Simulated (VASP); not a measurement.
Here is a VASP 6.6.1 calculation.

Contents of INCAR:

```
SYSTEM = Mg3NbO2
PREC = Accurate
ENCUT = 520
EDIFF = 1E-6
ISMEAR = 0
SIGMA = 0.1
LREAL = .False.
LASPH = .True.
NELM = 150
ALGO = Normal
ISIF = 2
LWAVE = .False.
LCHARG = .True.
ISPIN = 2
MAGMOM = 0.02 0.02 0.02 0.44 0.03 0.03
LORBIT = 11
LMAXMIX = 4
GGA = PE
LELF = .True.
LVHAR = .True.
NBANDS = 28
```

Contents of KPOINTS:

```
Automatic mesh
0
Gamma
  6 6 6
  0 0 0
```

File POSCAR:

```
Mg3NbO2
1.0
    2.4949368600      1.4404524700      4.1100859800
   -2.4949368600      1.4404524700      4.1100859800
    0.0000000000     -2.8809049400      4.1100859800
Mg Nb O
3 1 2
Direct
    0.0000000000      0.5000000000      0.0000000000
    0.0000000000      0.0000000000      0.5000000000
    0.5000000000      0.0000000000      0.0000000000
    0.0000000000      0.0000000000      0.0000000000
    0.3777274200      0.3777274200      0.3777274200
    0.6222725800      0.6222725800      0.6222725800
```

Potentials or basis: VASP PAW PBE potentials, release 64 (Mg, Nb_sv, O).

Command:

```bash
$ cat potpaw_PBE.64/Mg/POTCAR potpaw_PBE.64/Nb_sv/POTCAR potpaw_PBE.64/O/POTCAR > POTCAR
$ mpirun -np 1 vasp_std > vasp.out
```

What does it give for the pressure?

13.8 GPa.

Predict the largest force.

0.637 eV/Å.

What does it give for the net moment?

0.75 μB per cell.

What does it give for the site moments?

Mg +0.01; Nb +0.49; O +0.02 μB.

Forces on the atoms (eV/Å):
```
Mg   0.000  0.000  0.000
Mg   0.000  0.000  0.000
Mg   0.000  0.000  0.000
Nb   0.000  0.000  0.000
O    0.000  0.000 -0.637
O    0.000  0.000  0.637
```

Caveat: the stress differs along the axes, from 7 to 27 GPa; a moment this small can come from the mesh or the smearing.
